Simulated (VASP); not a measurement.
Input of a VASP 6.6.1 run:

Contents of POSCAR:

```
TiGeSe3
1.0
    4.8559606577      0.0000000000      0.0000000000
    0.0000000000      4.8559606577      0.0000000000
    0.0000000000      0.0000000000      4.8559606577
Ti Ge Se
1 1 3
Direct
    0.0000000000      0.0000000000      0.0000000000
    0.5000000000      0.5000000000      0.5000000000
    0.0000000000      0.5000000000      0.5000000000
    0.5000000000      0.0000000000      0.5000000000
    0.5000000000      0.5000000000      0.0000000000
```

File INCAR.step1:

```
ALGO = Normal
EDIFF = 1E-4
ENCUT = 520
GGA = PE
ISMEAR = -1
LASPH = True
LCHARG = False
LREAL = False
LWAVE = True
NBANDS = 30
NELM = 80
PREC = Accurate
SIGMA = 0.03
```

INCAR.step2

```
ALGO = Normal
BPARAM = 11.95
CPARAM = 0.0093
EDIFF = 1E-6
ENCUT = 520
ISIF = 2
ISMEAR = -1
ISTART = 1
IVDW_NL = 2
LASPH = True
LCHARG = False
LMIXTAU = True
LREAL = False
LUSE_VDW = True
LWAVE = False
METAGGA = R2SCAN
NBANDS = 30
NELM = 80
PREC = Accurate
SIGMA = 0.03
```

File KPOINTS:

```
k-points
0
Gamma
  6 6 6
```

Potentials or basis: VASP PAW PBE potentials, release 64 (Ti_sv, Ge_d, Se).

Run with:

```console
$ cat potpaw_PBE.64/Ti_sv/POTCAR potpaw_PBE.64/Ge_d/POTCAR potpaw_PBE.64/Se/POTCAR > POTCAR
$ cp INCAR.step1 INCAR
$ mpirun -np 1 vasp_std > vasp.out
$ cp INCAR.step2 INCAR
$ mpirun -np 1 vasp_std > vasp.out
```

(1) Predict the band gap on the k mesh.

(2) What does it give for the pressure?

Answers

(1) zero (bands 22 and 23 overlap by 0.43 eV).

(2) 0.1 GPa.

Caveat: the PAW data sets were made with another functional, which shifts forces and pressure a little.
